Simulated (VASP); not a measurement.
Set up this calculation in VASP 6.6.1, as the native input.

```yaml
Task: single point
Functional: PBE
Potentials_or_basis: VASP PAW PBE potentials, release 64 (Hf_pv, Si, O)
Cutoff: 520 eV
k_mesh: 4 × 4 × 4
Occupations: gaussian, width 0.02 eV
Spin: no spin polarisation
Dipole_correction: no
Further_INCAR_settings: ALGO = Normal; EDIFF = 1e-07; NBANDS = 47
```

The structure of HfSi3O8 lies in POSCAR:

```
HfSi3O8
1.0
    5.5014551000      0.0000000000      0.0000000000
    0.0000000000      5.5014551000      0.0000000000
    0.0000000000      0.0000000000      7.9863852000
Hf Si O
1 3 8
Direct
    0.0000000000      0.0000000000      0.5000000000
    0.5000000000      0.0000000000      0.7792900000
    0.0000000000      0.5000000000      0.2207100000
    0.5000000000      0.5000000000      0.0000000000
    0.7337650000      0.0000000000      0.6566200000
    0.2490620000      0.5000000000      0.1090850000
    0.2662350000      0.0000000000      0.6566200000
    0.7509380000      0.5000000000      0.1090850000
    0.0000000000      0.2662350000      0.3433800000
    0.5000000000      0.7509380000      0.8909150000
    0.0000000000      0.7337650000      0.3433800000
    0.5000000000      0.2490620000      0.8909150000
```

One way to write it, as run:

INCAR

```
SYSTEM = HfSi3O8
  PREC = Accurate
  ENCUT = 520
  EDIFF = 1E-7
  ISMEAR = 0
  SIGMA = 0.02
  LREAL = .False.
  LASPH = .True.
  NELM = 80
  ALGO = Normal
  ISIF = 2
  LWAVE = .False.
  LCHARG = .True.
  GGA = PE
  LELF = .True.
  LVHAR = .True.
  NBANDS = 47
```

KPOINTS

```
regular mesh
0
Gamma
  4 4 4
  0 0 0
```

Potentials or basis: VASP PAW PBE potentials, release 64 (Hf_pv, Si, O).

Command:

```bash
$ cat potpaw_PBE.64/Hf_pv/POTCAR potpaw_PBE.64/Si/POTCAR potpaw_PBE.64/O/POTCAR > POTCAR
$ mpirun -np 1 vasp_std > vasp.out
```

Results of the run:

```yaml
Pressure: -0.2 GPa
Largest_force: 0.193 eV/Å
Band_gap_on_the_k_mesh: 4.66 eV, indirect (least direct gap 4.71 eV)
```

Caveat: spin-orbit coupling is left out, which moves the levels of the heavy elements.

Run time: 4.2 min on 1 thread of Intel Xeon 6975P-C (shared host), peak memory 0.42 GiB.
